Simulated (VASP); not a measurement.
CdS3, 8 atoms in the cell. Symmetry: P-42_1m, No. 113, tetragonal system. Conventional cell: a = 5.876 Å, b = 5.876 Å, c = 7.084 Å, α = 90.00°, β = 90.00°, γ = 90.00°. Cd (site symmetry -4) has 4 S at 2.53 Å within 3.3 Å. S (site symmetry 2mm) has 2 S at 2.05 Å within 2.7 Å. S (site symmetry m) has 1 S at 2.05 Å and 2 Cd at 2.53 Å within 2.7 Å. 

| Item | Value |
| --- | --- |
| Program | VASP 6.6.1 |
| Task | relaxation of shape and atoms at fixed volume |
| Functional | PBE |
| Potentials or basis | VASP PAW PBE potentials, release 64 (Cd, S) |
| Cutoff | 600 eV |
| k mesh | 6 × 6 × 4 |
| Occupations | gaussian, width 0.02 eV |
| Spin | no spin polarisation |
| Dipole correction | no |
| Further INCAR settings | ALGO = Normal; EDIFF = 1e-07; IBRION = 2; EDIFFG = -0.01; NSW = 50; ISIF = 4 |

Potentials or basis: VASP PAW PBE potentials, release 64 (Cd, S).

Launch:

```bash
$ cat potpaw_PBE.64/Cd/POTCAR potpaw_PBE.64/S/POTCAR > POTCAR
$ mpirun -np 1 vasp_std > vasp.out
```

Hardware: 1 thread of AMD EPYC 9755 128-Core Processor, with other jobs on the host.

How long does it take, and how much memory?

Wall time 30 min on 1 thread of AMD EPYC 9755 128-Core Processor (shared host), peak memory 0.53 GiB. Counts: scf iterations 83, k points 30, ion steps 10.
